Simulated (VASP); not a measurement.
# CaO: single point with r2SCAN

The system is CaO.

```
Ca O
1.0
     4.00074    0.00000    0.00000
    -2.00037    3.46474    0.00000
     0.00000    0.00000    4.75852
Ca O
2 2
Cartesian
  0.0000 2.3098 -0.2974
  2.0004 1.1549 2.0819
  0.0000 2.3098 2.0819
  2.0004 1.1549 4.4611
```

This cell differs from its parent crystal: epitaxial xy strain +0.5%.

| Quantity | Value |
| --- | --- |
| Program | VASP 6.6.1 |
| Task | single point |
| Functional | r2SCAN |
| Potentials or basis | VASP PAW PBE potentials, release 64 (Ca_sv, O) |
| Cutoff | 520 eV |
| k mesh | 12 × 12 × 6 |
| Occupations | gaussian, width 0.01 eV |
| Spin | no spin polarisation |
| Dipole correction | no |
| Further INCAR settings | ALGO = Normal; EDIFF = 1e-06; NBANDS = 24 |

```yaml
Pressure: 0.3 GPa
Band_gap_on_the_k_mesh: 3.56 eV
```

Stress tensor (GPa, compression positive):
```
0.01 0.00 0.00
0.00 0.01 0.00
0.00 0.00 0.96
```

Levels at points of the mesh, in eV from the valence-band top:
```tsv
k point	band 12	band 13	band 14	band 15	band 16	band 17	band 18	band 19	band 20	band 21
(0.00, 0.00, 0.00)	-1.20	-1.16	-1.16	-1.07	0.00	3.56	6.77	6.77	8.37	8.50
(0.50, 0.00, 0.00)	-1.06	-0.87	-0.81	-0.57	-0.39	5.09	5.78	5.85	8.30	8.34
(0.00, 0.00, 0.50)	-1.59	-1.30	-1.30	-1.30	-1.30	5.39	5.39	8.46	8.46	8.46
(0.50, 0.00, 0.50)	-2.07	-1.07	-1.07	-0.77	-0.77	5.81	5.81	7.99	7.99	8.65
```

Wall time 10 min on 1 thread of Oxide Virtual Turin-like Processor (shared host), peak memory 0.21 GiB.

Caveat: the cell differs from its parent crystal (epitaxial xy strain +0.5%); the structure was generated, so it needn't be the stable form of CaO; the PAW data sets were made with another functional, which shifts forces and pressure a little. A k mesh can miss the band edges.
